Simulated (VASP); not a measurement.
# BN (Qingsongite) (P1) in VASP: a series of runs

The runs below take BN (Qingsongite) through single point, with PBEsol.

Program: VASP 6.6.1. These are calculated values, not measurements. Logs are shortened: lines on timing, memory, paths and dates and some standing lists are left out, and cuts for length are marked.

### Step 1. The cell of the first run

The typed cell holds 2 atoms: a = 2.565 Å, b = 2.579 Å, c = 2.588 Å, α = 58.24°, β = 58.99°, γ = 59.89°.

### Step 2. Single point, PBEsol

INCAR reads:

```
PREC     = Accurate       # precision mode
ENCUT    = 520            # plane-wave cutoff, eV
EDIFF    = 1E-6           # SCF threshold, eV
ISMEAR   = 0              # smearing method
SIGMA    = 0.01           # smearing width, eV
LREAL    = F              # projectors in reciprocal space
LASPH    = T              # aspherical terms in the spheres
NELM     = 60             # most SCF steps
ALGO     = Normal         # electronic algorithm
ISIF     = 2              # what is computed and relaxed
LWAVE    = F              # write WAVECAR
LCHARG   = F              # write CHGCAR
GGA      = PS             # functional
NBANDS   = 11             # bands
```

KPOINTS reads:

```
regular mesh
0
Gamma
  6 6 6
```

POSCAR reads:

```
BN
1.0
    0.0217300000      1.8280400000      1.7996700000
    1.8502600000      0.0250400000      1.7963600000
    1.8429000000      1.8173800000      0.0323900000
B N
1 1
Direct
    0.0436000000      0.9591100000      0.9710600000
    0.2434483371      0.2834037847      0.2323022642
```

Potentials or basis: VASP PAW PBE potentials, release 64 (B, N).

Started as:

```sh
$ cat potpaw_PBE.64/B/POTCAR potpaw_PBE.64/N/POTCAR > POTCAR
$ mpirun -np 1 vasp_std > vasp.out
```

OUTCAR:

```text
PREC = Accurate
   ENCUT = 520
   EDIFF = 1E-6
   ISMEAR = 0
   LREAL = F
   LASPH = T
   NELM = 60
   ISIF = 2
   GGA = PS

 ion  position               nearest neighbor table
   1  0.044  0.959  0.971-   2 1.41   2 1.53   2 1.67   2 1.68
   2  0.243  0.283  0.232-   1 1.41   1 1.53   1 1.67   1 1.68

  LATTYP: Found a triclinic cell.
 ALAT       =     4.4434965549
 B/A-ratio  =     0.5779108963
 C/A-ratio  =     0.8020570046
 COS(alpha) =     0.0025099236
 COS(beta)  =     0.3958188311
 COS(gamma) =     0.8719460439

  Lattice vectors:

 A1 = (   3.6497000000,  -1.8136600000,  -1.7705900000)
 A2 = (   1.8285300000,  -1.8030000000,  -0.0033100000)
 A3 = (  -0.0290900000,  -0.0357000000,  -3.5636400000)

Analysis of symmetry for initial positions (statically):
=====================================================================
 Subroutine PRICEL returns:
 Original cell was already a primitive cell.

 Routine SETGRP: Setting up the symmetry group for a
 triclinic supercell.

 Subroutine GETGRP returns: Found  1 space group operations
 (whereof  1 operations were pure point group operations)
 out of a pool of  2 trial point group operations.

The static configuration has the point symmetry C_1 .

Analysis of symmetry for dynamics (positions and initial velocities):
=====================================================================
 Subroutine PRICEL returns:
 Original cell was already a primitive cell.

 Routine SETGRP: Setting up the symmetry group for a
 triclinic supercell.

 Subroutine GETGRP returns: Found  1 space group operations
 (whereof  1 operations were pure point group operations)
 out of a pool of  2 trial point group operations.

The dynamic configuration has the point symmetry C_1 .

 Subroutine INISYM returns: Found  1 space group operations
 (whereof  1 operations are pure point group operations),
 and found     1 'primitive' translations

----------------------------------------------------------------------------------------

                                     Primitive cell

  volume of cell :      11.8398

  direct lattice vectors                    reciprocal lattice vectors
     0.021730000  1.828040000  1.799670000    -0.275667418  0.274546138  0.280111871
     1.850260000  0.025040000  1.796360000     0.271243063 -0.280063619  0.281203435
     1.842900000  1.817380000  0.032390000     0.273547161  0.277944883 -0.285629334

  length of vectors
     2.565348815  2.578952950  2.588474374     0.479406683  0.480711766  0.483389619

  position of ions in fractional coordinates (direct lattice)
     0.043600000  0.959110000  0.971060000
     0.243448337  0.283403785  0.232302264

  ion indices of the primitive-cell ions
   primitive index   ion index
                 1           1
                 2           2

----------------------------------------------------------------------------------------

 KPOINTS: regular mesh

Automatic generation of k-mesh.
 Grid dimensions read from file:
 generate k-points for:    6    6    6

 Generating k-lattice:

  Cartesian coordinates                     Fractional coordinates (reciprocal lattice)
    -0.045944570  0.045757690  0.046685312     0.166666667  0.000000000  0.000000000
     0.045207177 -0.046677270  0.046867239     0.000000000  0.166666667 -0.000000000
     0.045591194  0.046324147 -0.047604889     0.000000000  0.000000000  0.166666667

  Length of vectors
     0.079901114  0.080118628  0.080564936

  Shift w.r.t. Gamma in fractional coordinates (k-lattice)
     0.000000000  0.000000000  0.000000000

 Subroutine IBZKPT returns following result:
 ===========================================

 Found    112 irreducible k-points:

 Following reciprocal coordinates:
            Coordinates               Weight
  0.000000  0.000000  0.000000      1.000000
  0.166667  0.000000  0.000000      2.000000
  0.333333  0.000000 -0.000000      2.000000
  0.500000 -0.000000  0.000000      1.000000
  0.000000  0.166667 -0.000000      2.000000
  0.166667  0.166667 -0.000000      2.000000
[... 16 lines left out ...]
  0.333333  0.000000  0.166667      2.000000
  0.500000  0.000000  0.166667      2.000000
 [... further k-points ...]
   k-points           NKPTS =    112   k-points in BZ     NKDIM =    112   number of bands    NBANDS=     11
   number of dos      NEDOS =    301   number of ions     NIONS =      2
   total plane-waves  NPLWV =   8000
   dimension x,y,z NGX =    20 NGY =   20 NGZ =   20
   dimension x,y,z NGXF=    40 NGYF=   40 NGZF=   40
   ions per type =               1   1
   NGX,Y,Z   is equivalent  to a cutoff of  12.96, 12.89, 12.85 a.u.
   NGXF,Y,Z  is equivalent  to a cutoff of  25.92, 25.79, 25.69 a.u.
 SYSTEM =  unknown system
   PREC   = accura    normal or accurate (medium, high low for compatibility)
   ISTART =      0    job   : 0-new  1-cont  2-samecut
   ICHARG =      2    charge: 1-file 2-atom 10-const
   ISPIN  =      1    spin polarized calculation?
   LNONCOLLINEAR =      F non collinear calculations
   LSORBIT =      F    spin-orbit coupling
   LASPH  =      T    aspherical Exc in radial PAW
   ENCUT  =  520.0 eV  38.22 Ry    6.18 a.u.   4.77  4.80  4.81*2*pi/ulx,y,z
   NELM   =     60;   NELMIN=  2; NELMDL= -5     # of ELM steps
   EDIFF  = 0.1E-05   stopping-criterion for ELM
   LREAL  =      F    real-space projection
   EDIFFG = 0.1E-04   stopping-criterion for IOM
   NSW    =      0    number of steps for IOM
   IBRION =     -1    ionic relax: 0-MD 1-quasi-New 2-CG
   NFREE  =      0    steps in history (QN), initial steepest desc. (CG)
   ISIF   =      2    stress and relaxation
   ISYM   =      2    0-nonsym 1-usesym 2-fastsym
   POTIM  = 0.5000    time-step for ionic-motion
   TEBEG  =    0.0;   TEEND  =   0.0 temperature during run
   PSTRESS=    0.0 pullay stress
   NELECT =       8.0000    total number of electrons
   NUPDOWN=      -1.0000    fix difference up-down
   EMIN   =  10.00;   EMAX   =-10.00  energy-range for DOS
   EFERMI =   0.00;   METHOD = LEGACY
   ISMEAR =     0;   SIGMA  =   0.01  broadening in eV -4-tet -1-fermi 0-gaus
   EFERMI_NEDOS =   21; number of points for ismear=-14 and -15
   IALGO  =     38    algorithm
   IMIX   =      4    mixing-type and parameters
     AMIX     =   0.40;   BMIX     =  1.00
     AMIX_MAG =   1.60;   BMIX_MAG =  1.00
  volume/ion in A,a.u.               =       5.92        39.95
  Fermi-wavevector in a.u.,A,eV,Ry     =   1.436557  2.714699 28.078294  2.063696
  Thomas-Fermi vector in A             =   2.555732
   LORBIT       =      0    0 simple, 1 ext, 2 COOP (PROOUT), +10 PAW based schemes
   GGA     = PS    functional components
   LHFCALC =     F    Hartree Fock is set to
   AEXX    =    0.0000 exact exchange contribution
   IVDW    =     0    specifies the selected vdW correction
   LEPSILON=     F    determine dielectric tensor
   LRPA    =     F    only Hartree local field effects (RPA)
 non-spin polarized calculation
 Gauss-broadening in eV      SIGMA  =   0.01
  energy-cutoff  :      520.00
  volume of cell :       11.84
 maximum number of plane-waves:       330
   NGX =  9   NGY =  9   NGZ =  9

 number of electron       8.0000000 magnetization

 Free energy of the ion-electron system (eV)
  ---------------------------------------------------
  ext. energy  EPLUGINS =         0.00000000
  ---------------------------------------------------
  free energy    TOTEN  =       -17.89824780 eV

  energy without entropy =      -17.89824780  energy(sigma->0) =      -17.89824780

 E-fermi :   8.5588     XC(G=0): -12.9944

 val. band max:        8.3573856917   @ k =   0.0000   0.0000   0.0000
 cond. band min:      11.0048856289   @ k =   0.5000   0.5000   0.0000
 fundamental gap:      2.6474999372
 Fermi energy:         8.5588381753

 k-point     1 :       0.0000    0.0000    0.0000
  band No.  band energies     occupation
      1     -12.9385      2.00000
      2       5.4512      2.00000
      3       7.6467      2.00000
      4       8.3574      2.00000
      5      15.0128      0.00000
      6      15.5108      0.00000
      7      17.4304      0.00000
      8      18.6010      0.00000
      9      31.4993      0.00000
     10      34.0886      0.00000
     11      34.3697      0.00000

 k-point     2 :       0.1667    0.0000    0.0000
  band No.  band energies     occupation
      1     -12.2620      2.00000
      2       4.3335      2.00000
      3       5.5810      2.00000
      4       7.3009      2.00000
      5      15.0897      0.00000
      6      16.7552      0.00000
      7      18.6785      0.00000
      8      19.8036      0.00000
      9      30.3234      0.00000
     10      31.5293      0.00000
     11      32.0324      0.00000

 k-point     3 :       0.3333    0.0000   -0.0000
  band No.  band energies     occupation
      1     -10.3832      2.00000
      2      -0.3400      2.00000
      3       4.5085      2.00000
      4       6.4963      2.00000
      5      15.0103      0.00000
      6      17.3423      0.00000
      7      20.3756      0.00000
      8      21.2086      0.00000
      9      30.0292      0.00000
     10      31.9157      0.00000
     11      32.7632      0.00000

 k-point     4 :       0.5000   -0.0000    0.0000
  band No.  band energies     occupation
      1      -8.6960      2.00000
      2      -3.1878      2.00000
      3       4.1764      2.00000
      4       6.1814      2.00000
      5      14.7986      0.00000
      6      17.4411      0.00000
      7      20.5933      0.00000
      8      21.7123      0.00000
      9      30.6030      0.00000
     10      33.3161      0.00000
     11      34.5415      0.00000
[... 239 lines left out ...]
 k-point    22 :       0.1667    0.0000    0.1667
  band No.  band energies     occupation
      1     -12.0565      2.00000
      2       3.8018      2.00000
      3       5.7996      2.00000
      4       6.5388      2.00000
      5      14.5237      0.00000
      6      17.4598      0.00000
      7      18.7639      0.00000
      8      20.9355      0.00000
      9      26.3772      0.00000
     10      33.1985      0.00000
     11      35.6193      0.00000

 k-point    23 :       0.3333    0.0000    0.1667
  band No.  band energies     occupation
      1     -10.5918      2.00000
      2       1.4570      2.00000
      3       3.5868      2.00000
      4       5.2964      2.00000
      5      14.4366      0.00000
      6      18.9071      0.00000
      7      19.7764      0.00000
      8      21.7657      0.00000
      9      26.7903      0.00000
     10      33.6020      0.00000
     11      35.3020      0.00000

 k-point    24 :       0.5000    0.0000    0.1667
  band No.  band energies     occupation
      1      -8.5538      2.00000
      2      -2.1495      2.00000
      3       2.7742      2.00000
      4       4.8021      2.00000
      5      14.5260      0.00000
      6      19.1735      0.00000
      7      20.7865      0.00000
      8      22.4811      0.00000
      9      28.7602      0.00000
     10      32.9946      0.00000
     11      35.6136      0.00000

 [... further k-points ...]
[... 5 lines left out ...]
  --------------------------------------------------------------------------------------
  -------------------------------------------------------------------------------------
  Total       -0.0570755      0.6852934      1.3938478     -0.8611853     -1.1855342      0.1653611
  in kB       -7.7235024     92.7345077    188.6167089   -116.5363446   -160.4275217     22.3768041
  external PRESSURE =      91.2092380 kB  Pullay stress =       0.0000000 kB

 VOLUME and BASIS-vectors are now :
 -----------------------------------------------------------------------------
  energy-cutoff  :      520.00
  volume of cell :       11.84
      direct lattice vectors                 reciprocal lattice vectors
     0.021730000  1.828040000  1.799670000    -0.275667418  0.274546138  0.280111871
     1.850260000  0.025040000  1.796360000     0.271243063 -0.280063619  0.281203435
     1.842900000  1.817380000  0.032390000     0.273547161  0.277944883 -0.285629334

 POSITION                                       TOTAL-FORCE (eV/Angst)
 -----------------------------------------------------------------------------------
      3.56512      1.86850      1.83283         3.901533     -2.520016      2.128665
      0.95777      0.87431      0.95475        -3.901533      2.520016     -2.128665
 -----------------------------------------------------------------------------------
    total drift:                               -0.000083     -0.000006     -0.000103

  FREE ENERGIE OF THE ION-ELECTRON SYSTEM (eV)
  ---------------------------------------------------
  free  energy   TOTEN  =       -17.8982478047 eV

  energy  without entropy=      -17.8982478047  energy(sigma->0) =      -17.89824780
```

It took 11 s on 1 thread of Intel Xeon Platinum 8259CL at 2.50GHz (Skylake/Cascade Lake), shared host; peak memory 0.12 GiB.

What came out:

```
Free energy            : -17.8982 eV
Pressure               : 9.1 GPa
Largest force          : 5.109 eV/Å
Band gap on the k mesh : 2.65 eV, indirect (least direct gap 6.66 eV)
```

Forces on the atoms (eV/Å):
```
B    3.902 -2.520  2.129
N   -3.902  2.520 -2.129
```

Stress tensor (GPa, compression positive):
```
 -0.77 -11.65   2.24
-11.65   9.27 -16.04
  2.24 -16.04  18.86
```

Caveat: the k points lie up to 0.51 Å⁻¹ apart; the PAW data sets were made with another functional, which shifts forces and pressure a little. A k mesh can miss the band edges.

### Step 3. Single point, PBEsol

INCAR reads:

```
PREC = Accurate
ENCUT = 520
EDIFF = 1E-6
ISMEAR = 0
SIGMA = 0.01
LREAL = F
LASPH = T
NELM = 100
ALGO = Normal
ISIF = 2
LWAVE = F
LCHARG = T
GGA = PS
LELF = T
LVHAR = T
NBANDS = 11
```

KPOINTS reads:

```
Automatic mesh
0
Gamma
  6 6 6
```

POSCAR: that of step 2 with these lines changed.

```diff
@@ -9,2 +9,2 @@
     0.0436000000      0.9591100000      0.9710600000
-    0.2434483371      0.2834037847      0.2323022642
+    0.2475833484      0.2793351387      0.2281990568
```

Potentials or basis: VASP PAW PBE potentials, release 64 (B, N).

Started as:

```sh
$ cat potpaw_PBE.64/B/POTCAR potpaw_PBE.64/N/POTCAR > POTCAR
$ mpirun -np 1 vasp_std > vasp.out
```

Run time: 11 s. Hardware: 1 thread of Intel Xeon Platinum 8259CL at 2.50GHz (Skylake/Cascade Lake), shared host; peak memory 0.12 GiB.

It converged, with:

```yaml
Free_energy: -17.9544 eV
Pressure: 7.5 GPa
Largest_force: 4.788 eV/Å
Band_gap_on_the_k_mesh: 2.75 eV, indirect (least direct gap 6.73 eV)
```

Forces in eV/Å, atoms in the order of the input:
```
B    3.589 -2.435  2.029
N   -3.589  2.435 -2.029
```

Stress tensor (GPa, compression positive):
```
 -2.09 -11.07   1.56
-11.07   7.46 -15.42
  1.56 -15.42  17.07
```

Levels at points of the mesh, in eV from the valence-band top:
```tsv
k point	band 1	band 2	band 3	band 4	band 5	band 6	band 7	band 8	band 9
(0.00, 0.00, 0.00)	-21.24	-2.72	-0.67	0.00	6.73	7.24	9.05	10.18	23.23
(0.50, 0.00, 0.00)	-17.00	-11.51	-4.02	-2.21	6.67	9.08	12.16	13.46	22.33
(0.00, 0.50, 0.00)	-17.08	-12.07	-3.38	-2.14	8.76	9.29	11.22	14.57	20.39
(0.50, 0.50, 0.00)	-15.58	-9.87	-5.96	-5.93	2.75	7.18	16.57	18.22	19.85
(0.00, 0.00, 0.50)	-16.93	-11.77	-4.21	-1.67	7.41	8.24	12.32	14.12	21.17
(0.50, 0.00, 0.50)	-15.75	-10.10	-6.06	-5.44	2.96	7.67	16.59	17.90	19.66
(0.00, 0.50, 0.50)	-15.83	-10.16	-6.18	-5.43	3.55	8.29	15.85	18.34	18.64
(0.50, 0.50, 0.50)	-17.21	-11.62	-4.02	-1.75	6.94	9.75	12.15	13.54	22.23
```

Caveat: the k points lie up to 0.51 Å⁻¹ apart; the PAW data sets were made with another functional, which shifts forces and pressure a little.
